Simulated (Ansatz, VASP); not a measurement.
**Mo in VASP and in Ansatz**

Contents of INCAR:

```
SYSTEM = Mo
ALGO = Normal ; EDIFF = 1E-6
ENCUT = 520 ; GGA = PS
ISIF = 2 ; ISMEAR = 1
LASPH = .TRUE. ; LCHARG = .FALSE.
LREAL = .FALSE. ; LWAVE = .FALSE.
NBANDS = 13 ; NELM = 100
PREC = Accurate ; SIGMA = 0.1
```

Contents of KPOINTS:

```
k-points
0
G
  12 12 11
  0 0 0
```

The input POSCAR:

```
Mo
1.0
    2.6796675963      0.0000000000      0.0000000000
   -1.3398337981      2.3206600629      0.0000000000
    0.0000000000      0.0000000000      2.5030198129
Mo
1
Direct
    0.0000000000      0.0000000000      0.5000000000
```

Input for Ansatz:

```yaml
crystal:
  lattice:
    - [2.679667596252506, 0.0, 0.0]
    - [-1.339833798126253, 2.320660062855448, 0.0]
    - [0.0, 0.0, 2.503019812853937]
  atoms:
    - { symbol: Mo, position: [0.0, 0.0, 0.5] }
basis:
  ecutwfc: 500.0
kpoints:
  mp_grid:
    grid: [12, 12, 11]
hamiltonian:
  xc: pbesol
scf:
  occupations:
    method: methfessel_paxton
    width: 0.1
output:
  stress: true
```

Alike in both runs: task single point; functional PBEsol; k mesh 12 × 12 × 11; occupations methfessel-paxton of order 1, width 0.1 eV; no spin polarisation.

|  | VASP | Ansatz |
| --- | --- | --- |
| version | VASP 6.6.1 | Ansatz 0.2.0 |
| potentials or method | VASP PAW PBE potentials, release 64 (Mo_sv), cutoff 520 eV | plane waves, PAW |
| valence electrons in the cell | 14 | 14 |

Ansatz gave:

```
pressure (GPa)                                                : 9.8
traceless stress, the component that is largest in VASP (GPa) : -8.57
```

Problem. What did VASP give for the same quantities?

Solution. Pressure (GPa): 10.5; traceless stress, the component that is largest in VASP (GPa): -8.42.

VASP's potentials were made for PBE, not for PBEsol. The functional is the same, so the differences come from potentials, cutoffs and numerics.
